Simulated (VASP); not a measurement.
Runs of VASP 6.6.1 on Sn. The structure is that of space group I4/mmm (No. 139), or close to it. The cells are those of the table. 

| task | cell | cutoff (eV) | gap on the mesh (eV) | pressure (GPa) |
| --- | --- | --- | --- | --- |
| single point | a = 3.176 Å, angles 106.3, 106.3, 115.9°, 1 atom | 520 | none | 8.1 |
| single point | a = 3.355 Å, angles 105.4, 105.4, 117.9°, 1 atom | 520 | none | (a) |
| single point | a = 3.282 Å, angles 106.2, 106.2, 116.3°, 1 atom | 520 | none | (b) |
| single point | a = 3.319 Å, angles 105.7, 105.7, 117.2°, 1 atom | 520 | none | 0.0 |
| relaxation of shape and atoms at fixed volume | relaxed from a = 3.352 Å, angles 105.7, 105.7, 117.2°, 1 atom | 600 | none | -1.2 |
| single point | a = 3.248 Å, angles 106.2, 106.2, 116.3°, 1 atom | 520 | none | 3.3 |
| single point | a = 3.212 Å, angles 106.2, 106.2, 116.1°, 1 atom | 520 | none | 5.5 |
| relaxation of cell and atoms | relaxed from a = 3.298 Å, angles 107.6, 107.6, 113.2°, 1 atom | 600 | none | 0.0 |

Alike in all rows: level PBE; potentials or basis VASP PAW PBE potentials, release 64 (Sn_d); no spin polarisation; k mesh 20 × 20 × 20; smearing gaussian 0.1 eV.

Question: Estimate the missing entries.

Answer: (a) -1.3; (b) 1.4.

Caveats: spin-orbit coupling is left out, which moves the levels of the heavy elements; the cell stands under pressure (at least some runs).

A k mesh can miss the band edges, and the runs leave out spin-orbit coupling on Sn.

A gap of «none» marks levels without a gap at the run's occupations.
